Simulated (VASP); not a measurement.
# Sn3Te in VASP: notebook, part 2 of 2

VASP 6.6.1.

**4. Single point, PBEsol (atoms moved at random)**

File INCAR:

```
SYSTEM = Sn3Te
PREC = Accurate
ENCUT = 520
EDIFF = 1E-6
ISMEAR = -1
SIGMA = 0.05
LREAL = .FALSE.
LASPH = .TRUE.
NELM = 100
ALGO = Fast
ISIF = 2
LWAVE = .FALSE.
LCHARG = .FALSE.
GGA = PS
NBANDS = 32
```

File KPOINTS:

```
regular mesh
0
G
  6 6 6
  0 0 0
```

File POSCAR:

```
Sn3Te
1.0
    4.8656220000      0.0000000000      0.0000000000
    0.0000000000      4.8656220000      0.0000000000
    0.0000000000      0.0000000000      4.8656220000
Te Sn
1 3
Direct
    0.0067300000     -0.0114230000     -0.0033600000
   -0.0010980000      0.5041850000      0.4988960000
    0.5015660000      0.0064040000      0.4997800000
    0.4899280000      0.5046890000     -0.0012030000
```

Potentials or basis: VASP PAW PBE potentials, release 64 (Te, Sn_d).

The run is started by

```bash
$ cat potpaw_PBE.64/Te/POTCAR potpaw_PBE.64/Sn_d/POTCAR > POTCAR
$ mpirun -np 1 vasp_std > vasp.out
```

OUTCAR:

```text
SYSTEM = Sn3Te
   PREC = Accurate
   ENCUT = 520
   EDIFF = 1E-6
   ISMEAR = -1
   LREAL = .FALSE.
   LASPH = .TRUE.
   NELM = 100
   ISIF = 2
   GGA = PS

 ion  position               nearest neighbor table
   1  0.007  0.989  0.997-   4 3.33   2 3.38   2 3.40   3 3.41   3 3.43   4 3.44   4 3.44   3 3.45
                             3 3.47   2 3.49   2 3.50   4 3.55
   2  0.999  0.504  0.499-   1 3.38   1 3.40   4 3.41   4 3.41   3 3.42   3 3.44   3 3.44   3 3.46
                             4 3.47   4 3.47   1 3.49   1 3.50
   3  0.502  0.006  0.500-   1 3.41   2 3.42   4 3.43   1 3.43   4 3.44   2 3.44   2 3.44   4 3.44
                             1 3.45   4 3.45   2 3.46   1 3.47
   4  0.490  0.505  0.999-   1 3.33   2 3.41   2 3.41   3 3.43   3 3.44   1 3.44   3 3.44   1 3.44
                             3 3.45   2 3.47   2 3.47   1 3.55

  LATTYP: Found a simple cubic cell.
 ALAT       =     4.8656220000

  Lattice vectors:

 A1 = (   4.8656220000,   0.0000000000,   0.0000000000)
 A2 = (   0.0000000000,   4.8656220000,   0.0000000000)
 A3 = (   0.0000000000,   0.0000000000,   4.8656220000)

Analysis of symmetry for initial positions (statically):
=====================================================================
 Subroutine PRICEL returns:
 Original cell was already a primitive cell.

 Routine SETGRP: Setting up the symmetry group for a
 simple cubic supercell.

 Subroutine GETGRP returns: Found  1 space group operations
 (whereof  1 operations were pure point group operations)
 out of a pool of 48 trial point group operations.

The static configuration has the point symmetry C_1 .

Analysis of symmetry for dynamics (positions and initial velocities):
=====================================================================
 Subroutine PRICEL returns:
 Original cell was already a primitive cell.

 Routine SETGRP: Setting up the symmetry group for a
 simple cubic supercell.

 Subroutine GETGRP returns: Found  1 space group operations
 (whereof  1 operations were pure point group operations)
 out of a pool of 48 trial point group operations.

The dynamic configuration has the point symmetry C_1 .

 Subroutine INISYM returns: Found  1 space group operations
 (whereof  1 operations are pure point group operations),
 and found     1 'primitive' translations

----------------------------------------------------------------------------------------

                                     Primitive cell

  volume of cell :     115.1901

  direct lattice vectors                    reciprocal lattice vectors
     4.865622000  0.000000000  0.000000000     0.205523569  0.000000000  0.000000000
     0.000000000  4.865622000  0.000000000     0.000000000  0.205523569  0.000000000
     0.000000000  0.000000000  4.865622000     0.000000000  0.000000000  0.205523569

  length of vectors
     4.865622000  4.865622000  4.865622000     0.205523569  0.205523569  0.205523569

  position of ions in fractional coordinates (direct lattice)
     0.006730000  0.988577000  0.996640000
     0.998902000  0.504185000  0.498896000
     0.501566000  0.006404000  0.499780000
     0.489928000  0.504689000  0.998797000

  ion indices of the primitive-cell ions
[... 28 lines left out ...]
 ===========================================

 Found    112 irreducible k-points:

 Following reciprocal coordinates:
            Coordinates               Weight
  0.000000  0.000000  0.000000      1.000000
  0.166667  0.000000  0.000000      2.000000
  0.000000  0.166667  0.000000      2.000000
  0.000000  0.000000  0.166667      2.000000
  0.333333  0.000000  0.000000      2.000000
  0.000000  0.333333  0.000000      2.000000
[... 16 lines left out ...]
  0.000000 -0.333333  0.166667      2.000000
 -0.166667  0.000000  0.333333      2.000000
 [... further k-points ...]
   k-points           NKPTS =    112   k-points in BZ     NKDIM =    112   number of bands    NBANDS=     32
   number of dos      NEDOS =    301   number of ions     NIONS =      4
   total plane-waves  NPLWV =  46656
   dimension x,y,z NGX =    36 NGY =   36 NGZ =   36
   dimension x,y,z NGXF=    72 NGYF=   72 NGZF=   72
   ions per type =               1   3
   NGX,Y,Z   is equivalent  to a cutoff of  12.30, 12.30, 12.30 a.u.
   NGXF,Y,Z  is equivalent  to a cutoff of  24.60, 24.60, 24.60 a.u.
 SYSTEM =  Sn3Te
   PREC   = accura    normal or accurate (medium, high low for compatibility)
   ISTART =      0    job   : 0-new  1-cont  2-samecut
   ICHARG =      2    charge: 1-file 2-atom 10-const
   ISPIN  =      1    spin polarized calculation?
   LNONCOLLINEAR =      F non collinear calculations
   LSORBIT =      F    spin-orbit coupling
   LASPH  =      T    aspherical Exc in radial PAW
   ENCUT  =  520.0 eV  38.22 Ry    6.18 a.u.   9.05  9.05  9.05*2*pi/ulx,y,z
   NELM   =    100;   NELMIN=  2; NELMDL= -5     # of ELM steps
   EDIFF  = 0.1E-05   stopping-criterion for ELM
   LREAL  =      F    real-space projection
   EDIFFG = 0.1E-04   stopping-criterion for IOM
   NSW    =      0    number of steps for IOM
   IBRION =     -1    ionic relax: 0-MD 1-quasi-New 2-CG
   NFREE  =      0    steps in history (QN), initial steepest desc. (CG)
   ISIF   =      2    stress and relaxation
   ISYM   =      2    0-nonsym 1-usesym 2-fastsym
   POTIM  = 0.5000    time-step for ionic-motion
   TEBEG  =    0.0;   TEEND  =   0.0 temperature during run
   PSTRESS=    0.0 pullay stress
   NELECT =      48.0000    total number of electrons
   NUPDOWN=      -1.0000    fix difference up-down
   EMIN   =  10.00;   EMAX   =-10.00  energy-range for DOS
   EFERMI =   0.00;   METHOD = LEGACY
   ISMEAR =    -1;   SIGMA  =   0.05  broadening in eV -4-tet -1-fermi 0-gaus
   EFERMI_NEDOS =   21; number of points for ismear=-14 and -15
   IALGO  =     68    algorithm
   IMIX   =      4    mixing-type and parameters
     AMIX     =   0.40;   BMIX     =  1.00
     AMIX_MAG =   1.60;   BMIX_MAG =  1.00
  volume/ion in A,a.u.               =      28.80       194.34
  Fermi-wavevector in a.u.,A,eV,Ry     =   1.222785  2.310729 20.343484  1.495204
  Thomas-Fermi vector in A             =   2.357920
   LORBIT       =      0    0 simple, 1 ext, 2 COOP (PROOUT), +10 PAW based schemes
   GGA     = PS    functional components
   LHFCALC =     F    Hartree Fock is set to
   AEXX    =    0.0000 exact exchange contribution
   IVDW    =     0    specifies the selected vdW correction
   LEPSILON=     F    determine dielectric tensor
   LRPA    =     F    only Hartree local field effects (RPA)
 non-spin polarized calculation
 RMM-DIIS sequential band-by-band and
  energy-cutoff  :      520.00
  volume of cell :      115.19
 maximum number of plane-waves:      3136
   NGX = 19   NGY = 19   NGZ = 19

 number of electron      48.0000013 magnetization

 Free energy of the ion-electron system (eV)
  ---------------------------------------------------
  ext. energy  EPLUGINS =         0.00000000
  ---------------------------------------------------
  free energy    TOTEN  =       -16.07714173 eV

  energy without entropy =      -16.05401953  energy(sigma->0) =      -16.06558063

 E-fermi :   7.4703     XC(G=0): -10.1992

 val. band max:        7.4621582761   @ k =  -0.1667  -0.1667   0.1667
 cond. band min:       7.4960799718   @ k =   0.0000   0.0000   0.1667
 fundamental gap:      0.0339216957
 Fermi energy:         7.4702703625

 k-point     1 :       0.0000    0.0000    0.0000
  band No.  band energies     occupation
      1     -14.0597      2.00000
      2     -14.0593      2.00000
      3     -14.0592      2.00000
      4     -14.0406      2.00000
      5     -14.0401      2.00000
      6     -14.0180      2.00000
[... 829 lines left out ...]
     31      12.8554      0.00000
     32      14.0919      0.00000

 [... further k-points ...]

------------------------ aborting loop because EDIFF is reached ----------------------------------------

  FORCE on cell =-STRESS in cart. coord.  units (eV):
  Direction    XX          YY          ZZ          XY          YZ          ZX
  --------------------------------------------------------------------------------------
  -------------------------------------------------------------------------------------
  Total       -1.6411396     -1.6555827     -1.6435460     -0.0119996     -0.0012605     -0.0000126
  in kB      -22.8265878    -23.0274767    -22.8600593     -0.1669029     -0.0175321     -0.0001756
  external PRESSURE =     -22.9047079 kB  Pullay stress =       0.0000000 kB

 VOLUME and BASIS-vectors are now :
 -----------------------------------------------------------------------------
  energy-cutoff  :      520.00
  volume of cell :      115.19
      direct lattice vectors                 reciprocal lattice vectors
     4.865622000  0.000000000  0.000000000     0.205523569  0.000000000  0.000000000
     0.000000000  4.865622000  0.000000000     0.000000000  0.205523569  0.000000000
     0.000000000  0.000000000  4.865622000     0.000000000  0.000000000  0.205523569

 POSITION                                       TOTAL-FORCE (eV/Angst)
 -----------------------------------------------------------------------------------
      0.03275      4.81004      4.84927        -0.042557      0.036069      0.008941
      4.86028      2.45317      2.42744        -0.040423     -0.050665     -0.011258
      2.44043      0.03116      2.43174         0.067425      0.062684     -0.007232
      2.38380      2.45563      4.85977         0.015556     -0.048089      0.009549
 -----------------------------------------------------------------------------------
    total drift:                               -0.000339      0.000154      0.000437

  FREE ENERGIE OF THE ION-ELECTRON SYSTEM (eV)
  ---------------------------------------------------
  free  energy   TOTEN  =       -16.0771417321 eV

  energy  without entropy=      -16.0540195280  energy(sigma->0) =      -16.06558063
```

It took 8.3 min on 1 thread of Intel Xeon 8259CL, shared host; peak memory 0.45 GiB.

What came out:

```
Free energy            : -16.0771 eV
Pressure               : -2.3 GPa
Largest force          : 0.092 eV/Å
Band gap on the k mesh : zero (bands 24 and 25 overlap by 3.22 eV)
```

Forces in eV/Å, atoms in the order of the input:
```
Te  -0.043  0.036  0.009
Sn  -0.040 -0.051 -0.011
Sn   0.067  0.063 -0.007
Sn   0.016 -0.048  0.010
```

Levels at points of the mesh, in eV from the Fermi level:
```csv
k point,band 20,band 21,band 22,band 23,band 24,band 25,band 26,band 27,band 28,band 29
"(0.00, 0.00, 0.00)",-4.20,-4.18,-4.18,0.41,0.42,0.42,1.90,1.91,1.92,4.53
"(0.50, 0.00, 0.00)",-3.10,-3.10,-1.80,-1.72,-1.42,-0.36,1.85,2.08,2.36,2.39
"(0.00, 0.50, 0.00)",-3.10,-3.10,-1.77,-1.72,-1.46,-0.35,1.85,2.09,2.36,2.38
"(0.00, 0.00, 0.50)",-3.10,-3.08,-1.81,-1.73,-1.42,-0.37,1.86,2.07,2.39,2.40
"(0.50, 0.50, 0.00)",-2.29,-2.00,-1.93,-1.85,-0.71,-0.13,-0.09,0.16,3.43,3.46
"(0.00, 0.50, 0.50)",-2.32,-1.98,-1.93,-1.83,-0.71,-0.10,-0.07,0.11,3.43,3.44
"(0.50, 0.00, 0.50)",-2.35,-1.98,-1.93,-1.79,-0.71,-0.10,-0.08,0.11,3.43,3.44
"(0.50, 0.50, 0.50)",-5.18,-5.17,-5.15,-4.32,2.85,2.85,2.86,5.34,5.36,5.36
```

Caveat: the cell differs from its parent crystal (atoms moved at random); the PAW data sets were made with another functional, which shifts forces and pressure a little; spin-orbit coupling is left out, which moves the levels of the heavy elements.

**5. Summary**

| cell | gap on the mesh (eV) | pressure (GPa) |
| --- | --- | --- |
| a = 4.930 Å, 4 atoms, atomic positions A | none | -3.8 |
| a = 4.961 Å, 4 atoms, atomic positions A | none | -4.5 |
| a = 4.866 Å, 4 atoms, atomic positions B | none | -2.3 |

Alike in all rows: task single point; level PBEsol; potentials or basis VASP PAW PBE potentials, release 64 (Te, Sn_d); no spin polarisation; k mesh 6 × 6 × 6; cutoff (eV) 520; smearing fermi-dirac 0.05 eV.

Caveats: the PAW data sets were made with another functional, which shifts forces and pressure a little; spin-orbit coupling is left out, which moves the levels of the heavy elements; the cell stands under tension (at least some runs).

Absolute energies hang on the potentials; compare differences alone.

The gap in the log of VASP goes by the Fermi energy; the results here count the filled bands.